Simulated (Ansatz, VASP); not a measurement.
One calculation of In, two programs

Contents of INCAR:

```
ALGO = Normal
EDIFF = 1E-6
ENCUT = 520
GGA = PE
ISIF = 2
ISMEAR = -1
LASPH = T
LCHARG = F
LREAL = F
LWAVE = F
NBANDS = 26
NELM = 60
PREC = Accurate
SIGMA = 0.1
```

KPOINTS

```
k-points
0
Gamma
  8 8 11
```

POSCAR

```
In
1.0
    5.1584648889      0.0000000000      0.0000000000
   -2.5792324445      4.4673616383      0.0000000000
    0.0000000000      0.0000000000      3.1982048961
In
3
Direct
    0.0000000000      1.0000000000      0.0000000000
    0.3333333333      0.6666666667      0.5000000000
    0.6666666667      0.3333333333      0.5000000000
```

Input for Ansatz:

```yaml
crystal:
  lattice:
    - [5.1584648889, 0.0, 0.0]
    - [-2.5792324445, 4.4673616383, 0.0]
    - [0.0, 0.0, 3.1982048961]
  atoms:
    - { symbol: In, position: [0.0, 1.0, 0.0] }
    - { symbol: In, position: [0.3333333333, 0.6666666667, 0.5] }
    - { symbol: In, position: [0.6666666667, 0.3333333333, 0.5] }
hamiltonian:
  xc: pbe
  pseudopotentials:
    kind: paw
    azcp:
      In: "pseudopotentials/In.paw.azcp"
basis:
  ecutwfc: 420
  fft_grid_basis: typed
kpoints:
  mp_grid: { grid: [8, 8, 11], shift: [0, 0, 0] }
magnetization:
  spin_polarized: false
scf:
  occupations: { method: fermi_dirac, width: 0.1 }
  lower_state_search: "off"
output:
  stress: true
```

Alike in both runs: task single point; functional PBE; k mesh 8 × 8 × 11; occupations fermi-dirac, width 0.1 eV; no spin polarisation.

```csv
,VASP,Ansatz
version,VASP 6.6.1,Ansatz 0.2.0
potentials or method,"VASP PAW PBE potentials, release 64 (In_d), cutoff 520 eV","plane waves (420 eV) with PAW, scalar-relativistic"
valence electrons in the cell,39,39
```

```csv
,VASP,Ansatz,Ansatz less VASP
pressure (GPa),6.1,6.1,+0.06
"traceless stress, the component that is largest in VASP (GPa)",-0.41,-0.41,+0.001
```
